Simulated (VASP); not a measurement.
# Cd in VASP: a series of runs

Aim: see how the results for Cd move with the level of theory and the settings. Levels: PBE+D4, PBE+D3(BJ). Tasks: single point, elastic constants.

Program: VASP 6.6.1. These are calculated values, not measurements. Logs are shortened: lines on timing, memory, paths and dates and some standing lists are left out, and cuts for length are marked.

**1. The cell of the first run**

The typed cell holds 2 atoms: a = 3.019 Å, b = 2.953 Å, c = 5.596 Å, α = 90.14°, β = 90.40°, γ = 120.08°.

**2. Single point, PBE+D4**

POSCAR reads:

```
Cd
1.0
    3.0187140000      0.0170950000     -0.0105040000
   -1.4945520000      2.5470240000     -0.0035540000
   -0.0198080000     -0.0191750000      5.5963250000
Cd
2
Direct
    0.6666666667      0.3333333333      0.7500000000
    0.3333333333      0.6666666667      0.2500000000
```

INCAR.step1 reads:

```
PREC = Accurate
ENCUT = 520
EDIFF = 1E-6
ISMEAR = -1
SIGMA = 0.05
LREAL = F
LASPH = T
NELM = 80
ALGO = Normal
ISIF = 2
LWAVE = F
LCHARG = T
GGA = PE
IVDW = 13
NBANDS = 19
```

KPOINTS.step1 reads:

```
Automatic mesh
0
Gamma
  8 8 4
  0.5 0.5 0.5
```

INCAR.step2 reads:

```
PREC = Accurate
ENCUT = 520
EDIFF = 1E-6
ISMEAR = -5
SIGMA = 0.05
LREAL = F
LASPH = T
NELM = 80
ALGO = Normal
ISIF = 2
LWAVE = F
LCHARG = F
GGA = PE
IVDW = 13
LORBIT = 11
NBANDS = 19
NEDOS = 2001
ICHARG = 11
```

KPOINTS.step2 reads:

```
regular mesh
0
Gamma
  12 12 6
```

Potentials or basis: VASP PAW PBE potentials, release 64 (Cd).

Started as:

```bash
$ cat potpaw_PBE.64/Cd/POTCAR > POTCAR
$ cp INCAR.step1 INCAR
$ cp KPOINTS.step1 KPOINTS
$ mpirun -np 1 vasp_std > vasp.out
$ cp INCAR.step2 INCAR
$ cp KPOINTS.step2 KPOINTS
$ mpirun -np 1 vasp_std > vasp.out
```

OUTCAR:

```text
PREC = Accurate
   ENCUT = 520
   EDIFF = 1E-6
   ISMEAR = -5
   LREAL = F
   LASPH = T
   NELM = 80
   ISIF = 2
   GGA = PE
   IVDW = 13
   LORBIT = 11
   ICHARG = 11

 ion  position               nearest neighbor table
   1  0.667  0.333  0.750-   2 3.27   2 3.28   2 3.28   2 3.29   2 3.29   2 3.31
   2  0.333  0.667  0.250-   1 3.27   1 3.28   1 3.28   1 3.29   1 3.29   1 3.31

  LATTYP: Found a triclinic cell.
 ALAT       =     2.9829471460
 B/A-ratio  =     0.9900071273
 C/A-ratio  =     1.8761287514
 COS(alpha) =     0.0023673149
 COS(beta)  =     0.0094664634
 COS(gamma) =     0.4827966326

  Lattice vectors:

 A1 = (  -1.5241620000,  -2.5641190000,   0.0140580000)
 A2 = (   1.4945520000,  -2.5470240000,   0.0035540000)
 A3 = (  -0.0198080000,  -0.0191750000,   5.5963250000)

Analysis of symmetry for initial positions (statically):
=====================================================================
 Subroutine PRICEL returns:
 Original cell was already a primitive cell.

 Routine SETGRP: Setting up the symmetry group for a
 triclinic supercell.

 Subroutine GETGRP returns: Found  2 space group operations
 (whereof  2 operations were pure point group operations)
 out of a pool of  2 trial point group operations.

The static configuration has the point symmetry S_2 .

Analysis of symmetry for dynamics (positions and initial velocities):
=====================================================================
 Subroutine PRICEL returns:
 Original cell was already a primitive cell.

 Routine SETGRP: Setting up the symmetry group for a
 triclinic supercell.

 Subroutine GETGRP returns: Found  2 space group operations
 (whereof  2 operations were pure point group operations)
 out of a pool of  2 trial point group operations.

The dynamic configuration has the point symmetry S_2 .

 Subroutine INISYM returns: Found  2 space group operations
 (whereof  2 operations are pure point group operations),
 and found     1 'primitive' translations

----------------------------------------------------------------------------------------

                                     Primitive cell

  volume of cell :      43.1706

  direct lattice vectors                    reciprocal lattice vectors
     3.018714000  0.017095000 -0.010504000     0.330176090  0.193744483  0.001832484
    -1.494552000  2.547024000 -0.003554000    -0.002211406  0.391319311  0.001332972
    -0.019808000 -0.019175000  5.596325000     0.000618318  0.000612159  0.178692979

  length of vectors
[... 89 lines left out ...]
   NFREE  =      0    steps in history (QN), initial steepest desc. (CG)
   ISIF   =      2    stress and relaxation
   ISYM   =      2    0-nonsym 1-usesym 2-fastsym
   POTIM  = 0.5000    time-step for ionic-motion
   TEBEG  =    0.0;   TEEND  =   0.0 temperature during run
   PSTRESS=    0.0 pullay stress
   NELECT =      24.0000    total number of electrons
   NUPDOWN=      -1.0000    fix difference up-down
   EMIN   =  10.00;   EMAX   =-10.00  energy-range for DOS
   EFERMI =   0.00;   METHOD = LEGACY
   ISMEAR =    -5;   SIGMA  =   0.05  broadening in eV -4-tet -1-fermi 0-gaus
   EFERMI_NEDOS =   21; number of points for ismear=-14 and -15
   IALGO  =     38    algorithm
   IMIX   =      4    mixing-type and parameters
     AMIX     =   0.40;   BMIX     =  1.00
     AMIX_MAG =   1.60;   BMIX_MAG =  1.00
  volume/ion in A,a.u.               =      21.59       145.66
  Fermi-wavevector in a.u.,A,eV,Ry     =   1.346116  2.543790 24.654142  1.812028
  Thomas-Fermi vector in A             =   2.473974
   LORBIT       =     11    0 simple, 1 ext, 2 COOP (PROOUT), +10 PAW based schemes
   GGA     = PE    functional components
   LHFCALC =     F    Hartree Fock is set to
   AEXX    =    0.0000 exact exchange contribution
   IVDW    =    13    specifies the selected vdW correction
   LEPSILON=     F    determine dielectric tensor
   LRPA    =     F    only Hartree local field effects (RPA)
 non-spin polarized calculation
 Fermi weights with tetrahedron method with Bloechl corrections
  energy-cutoff  :      520.00
  volume of cell :       43.17
 maximum number of plane-waves:      1187

 number of electron      23.9999999 magnetization

 Free energy of the ion-electron system (eV)
  ---------------------------------------------------
  ext. energy  EPLUGINS =         0.00000000
  ---------------------------------------------------
  free energy    TOTEN  =        -1.46481543 eV

  energy without entropy =       -1.46481543  energy(sigma->0) =       -1.46481543

 E-fermi :   3.0106     XC(G=0): -11.0343

 val. band max:        3.3589496400   @ k =  -0.3333  -0.3333   0.3333
 cond. band min:       2.6477442715   @ k =  -0.3333   0.1667  -0.0000
 fundamental gap:     -0.7112053686
 Fermi energy:         3.0106317769

 k-point     1 :       0.0000    0.0000    0.0000
  band No.  band energies     occupation
      1      -6.9088      2.00000
      2      -6.6352      2.00000
      3      -6.3521      2.00000
      4      -6.2967      2.00000
      5      -6.2114      2.00000
      6      -6.1620      2.00000
[... 505 lines left out ...]
      6      -6.0368      2.00000
[... 11 lines left out ...]
     18      12.8418      0.00000
     19      13.7572      0.00000

 [... further k-points ...]

------------------------ aborting loop because EDIFF is reached ----------------------------------------

  DFT-D4 for vdW energy calculation

  Edisp (eV):   -0.81520

  FORCE on cell =-STRESS in cart. coord.  units (eV):
  Direction    XX          YY          ZZ          XY          YZ          ZX
  --------------------------------------------------------------------------------------
  -------------------------------------------------------------------------------------
  Total      -0.07616     0.24678     0.23777    -0.14669     0.01534     0.05186
  in kB      -2.82651     9.15862     8.82444    -5.44418     0.56923     1.92469
  external pressure =        5.05 kB  Pullay stress =        0.00 kB

 VOLUME and BASIS-vectors are now :
 -----------------------------------------------------------------------------
  energy-cutoff  :      520.00
  volume of cell :       43.17
      direct lattice vectors                 reciprocal lattice vectors
     3.018714000  0.017095000 -0.010504000     0.330176090  0.193744483  0.001832484
    -1.494552000  2.547024000 -0.003554000    -0.002211406  0.391319311  0.001332972
    -0.019808000 -0.019175000  5.596325000     0.000618318  0.000612159  0.178692979

 POSITION                                       TOTAL-FORCE (eV/Angst)
 -----------------------------------------------------------------------------------
      1.49944      0.84602      4.18906        -0.007061     -0.007383      0.000659
      0.00492      1.69892      1.39321         0.007061      0.007383     -0.000659
 -----------------------------------------------------------------------------------
    total drift:                               -0.000000      0.000000      0.000000

  FREE ENERGIE OF THE ION-ELECTRON SYSTEM (eV)
  ---------------------------------------------------
  free  energy   TOTEN  =        -2.2800150943 eV

  energy  without entropy=       -2.2800150943  energy(sigma->0) =       -2.28001509

 total charge

# of ion       s       p       d       tot
------------------------------------------
    1        0.526   0.310   9.484  10.321
    2        0.526   0.310   9.484  10.321
--------------------------------------------------
tot          1.052   0.621  18.969  20.642
```

Wall time 65 s (1 thread of Intel Xeon 6975P-C (Granite Rapids), shared host); peak memory 0.38 GiB.

Results:

- Valence electrons inside the program's atomic spheres: Cd 10.32
- Dispersion energy per atom: -0.408 eV

**3. Elastic constants, PBE+D3(BJ)**

INCAR reads:

```
SYSTEM = Cd
PREC = Accurate
ENCUT = 600
EDIFF = 1E-8
ISMEAR = 1
SIGMA = 0.1
LREAL = .FALSE.
LASPH = .TRUE.
NELM = 60
ALGO = Fast
ISIF = 3
LWAVE = .FALSE.
LCHARG = .FALSE.
GGA = PE
IVDW = 12
NBANDS = 19
IBRION = 6
NFREE = 2
POTIM = 0.015
NSW = 1
```

KPOINTS reads:

```
Automatic mesh
0
G
  7 7 4
  0 0 0
```

POSCAR reads:

```
Cd
1.0
    2.9788700000      0.0000000000      0.0000000000
   -1.4894350000      2.5797770946      0.0000000000
    0.0000000000      0.0000000000      5.6176500000
Cd
2
Direct
    0.6666666667      0.3333333333      0.7500000000
    0.3333333333      0.6666666667      0.2500000000
```

Potentials or basis: VASP PAW PBE potentials, release 64 (Cd).

Started as:

```bash
$ cat potpaw_PBE.64/Cd/POTCAR > POTCAR
$ mpirun -np 1 vasp_std > vasp.out
```

OUTCAR:

```text
SYSTEM = Cd
   PREC = Accurate
   ENCUT = 600
   EDIFF = 1E-8
   ISMEAR = 1
   LREAL = .FALSE.
   LASPH = .TRUE.
   NELM = 60
   ISIF = 3
   GGA = PE
   IVDW = 12
   IBRION = 6
   NFREE = 2
   POTIM = 0.015
   NSW = 1
 IVDW          = 12

 ion  position               nearest neighbor table
   1  0.667  0.333  0.750-   2 3.29   2 3.29   2 3.29   2 3.29   2 3.29   2 3.29
   2  0.333  0.667  0.250-   1 3.29   1 3.29   1 3.29   1 3.29   1 3.29   1 3.29

  LATTYP: Found a hexagonal cell.
 ALAT       =     2.9788700000
 C/A-ratio  =     1.8858325472

  Lattice vectors:

 A1 = (   2.9788700000,   0.0000000000,   0.0000000000)
 A2 = (  -1.4894350000,   2.5797770946,   0.0000000000)
 A3 = (   0.0000000000,   0.0000000000,   5.6176500000)

Analysis of symmetry for initial positions (statically):
=====================================================================
 Subroutine PRICEL returns:
 Original cell was already a primitive cell.

 Routine SETGRP: Setting up the symmetry group for a
 hexagonal supercell.

 Subroutine GETGRP returns: Found 24 space group operations
 (whereof 12 operations were pure point group operations)
 out of a pool of 24 trial point group operations.

The static configuration has the point symmetry D_3d.
 The point group associated with its full space group is D_6h.

Analysis of symmetry for dynamics (positions and initial velocities):
[... 914 lines left out ...]

 E8    (eV) :    -0.3941
[... 25 lines left out ...]
  FREE ENERGIE OF THE ION-ELECTRON SYSTEM (eV)
  ---------------------------------------------------
  free  energy   TOTEN  =        -2.4073522259 eV

  energy  without entropy=       -2.4072240833  energy(sigma->0) =       -2.40730951

 INTERNAL STRAIN TENSORS FROM STRAINED CELLS
 ============================================

 INTERNAL STRAIN TENSOR FOR ION    1 for displacements in x,y,z  (eV/Angst):
          X           Y           Z          XY          YZ          ZX
  --------------------------------------------------------------------------------
  x    -0.00000     0.00000     0.00000    -0.08751     0.00000     0.00000
  y    -0.12987     0.10271    -0.00000    -0.00006     0.00043    -0.00053
  z     0.00000     0.00000     0.00000    -0.00000     0.02021     0.00000

 INTERNAL STRAIN TENSORS FROM DISPLACED ATOMS
 ============================================

 INTERNAL STRAIN TENSOR FOR ION    1 for displacements in x,y,z  (eV/Angst):
          X           Y           Z          XY          YZ          ZX
  --------------------------------------------------------------------------------
  x     0.00000     0.00000     0.00000    -0.06305     0.00000     0.00000
  y    -0.06305     0.06305    -0.00000     0.00000     0.00000     0.00000
  z     0.00000    -0.00000     0.00000     0.00000     0.00000     0.00000

 INTERNAL STRAIN TENSOR FOR ION    2 for displacements in x,y,z  (eV/Angst):
          X           Y           Z          XY          YZ          ZX
  --------------------------------------------------------------------------------
  x     0.00000     0.00000     0.00000     0.06305     0.00000     0.00000
  y     0.06305    -0.06305     0.00000     0.00000     0.00000     0.00000
  z     0.00000     0.00000    -0.00000     0.00000     0.00000     0.00000

 Eigenvectors and eigenvalues of the dynamical matrix
 ----------------------------------------------------

   1 f  =    2.955221 THz    18.568204 2PiTHz   98.575577 cm-1    12.221808 meV
             X         Y         Z           dx          dy          dz
      1.489435  0.859926  4.213237     0.000000    0.000000   -0.707107
     -0.000000  1.719851  1.404413     0.000000    0.000000    0.707107
[... 16 lines left out ...]
   5 f  =    0.000000 THz     0.000000 2PiTHz    0.000000 cm-1     0.000000 meV
             X         Y         Z           dx          dy          dz
      1.489435  0.859926  4.213237     0.000000   -0.000000    0.707107
     -0.000000  1.719851  1.404413     0.000000    0.000000    0.707107

   6 f/i=    0.000000 THz     0.000000 2PiTHz    0.000001 cm-1     0.000000 meV
             X         Y         Z           dx          dy          dz
      1.489435  0.859926  4.213237     0.696707    0.120829   -0.000000
     -0.000000  1.719851  1.404413     0.696707    0.120829    0.000000

--------------------------------------------------------------------------------------------------------

 ELASTIC MODULI CONTR FROM IONIC RELAXATION (kBar)
 Direction    XX          YY          ZZ          XY          YZ          ZX
 --------------------------------------------------------------------------------
 XX          -0.4756      0.4756     -0.0000     -0.0000      0.0000      0.0000
 YY           0.4756     -0.4756      0.0000      0.0000      0.0000      0.0000
 ZZ          -0.0000      0.0000     -0.0000     -0.0000      0.0000      0.0000
 XY          -0.0000      0.0000     -0.0000     -0.4756      0.0000      0.0000
 YZ           0.0000      0.0000      0.0000      0.0000      0.0000      0.0000
 ZX           0.0000      0.0000      0.0000      0.0000      0.0000      0.0000
 --------------------------------------------------------------------------------

 TOTAL ELASTIC MODULI (kBar)
 Direction    XX          YY          ZZ          XY          YZ          ZX
 --------------------------------------------------------------------------------
 XX        1419.3364    372.0447    206.4206     -0.0000      0.0000     -0.0000
 YY         372.0447   1419.3364    206.4206      0.0000      0.0000      0.0000
 ZZ         206.4206    206.4206    822.6825     -0.0000     -0.0000      0.0000
 XY          -0.0000      0.0000     -0.0000    523.6459      0.0000      0.0000
 YZ           0.0000      0.0000     -0.0000     -0.0000    267.6800      0.0000
 ZX          -0.0000      0.0000      0.0000      0.0000      0.0000    267.6800
 --------------------------------------------------------------------------------
```

stdout:

```text
POSCAR found type information on POSCAR Cd
 POSCAR found :  1 types and       2 ions
 scaLAPACK will be used
 LDA part: xc-table for (Slater+PW92), standard interpolation
 POSCAR, INCAR and KPOINTS ok, starting setup
 FFT: planning ... GRIDC
 FFT: planning ... GRID_SOFT
 FFT: planning ... GRID
 WAVECAR not read
 entering main loop
 Found     2 degrees of freedom:
 Adding 6 more for cell shape distortion
 Finite differences POTIM= 0.01500 DOF=   8
 bond charge predicted
 Finite differences progress:
 bond charge predicted
 Finite differences progress:
 bond charge predicted
 Finite differences progress:
 bond charge predicted
 Finite differences progress:
 bond charge predicted
 Finite differences progress:
 bond charge predicted
 Finite differences progress:
 bond charge predicted
 Finite differences progress:
 bond charge predicted
 Finite differences progress:
 bond charge predicted
 Finite differences progress:
 bond charge predicted
 Finite differences progress:
 bond charge predicted
 Finite differences progress:
 bond charge predicted
 Finite differences progress:
 bond charge predicted
 Finite differences progress:
 bond charge predicted
 Finite differences progress:
 bond charge predicted
 Finite differences progress:
 bond charge predicted
 Finite differences progress:
```

Run time: 5.6 min. Hardware: 1 thread of Intel Xeon 6975P-C (Granite Rapids), shared host; peak memory 0.27 GiB.

Results:

```yaml
Voigt_bulk_modulus: 58 GPa
Highest_phonon_frequency_at_Γ: 99 cm⁻¹
Dispersion_energy_per_atom: -0.444 eV
```

Phonon frequencies in cm⁻¹ (negative: imaginary):
| q point | frequencies |
| --- | --- |
| (0.000, 0.000, 0.000) | 0 0 0 39 39 99 |

Elastic tensor in Voigt notation (GPa, in the Cartesian axes of the cell as first typed):
```
142  37  21   0   0   0
 37 142  21   0   0   0
 21  21  82   0   0   0
  0   0   0  27   0   0
  0   0   0   0  27   0
  0   0   0   0   0  52
```

Clamped-ion elastic tensor (GPa):
```
142  37  21   0   0   0
 37 142  21   0   0   0
 21  21  82   0   0   0
  0   0   0  27   0   0
  0   0   0   0  27   0
  0   0   0   0   0  52
```

Caveat: three body term missing.
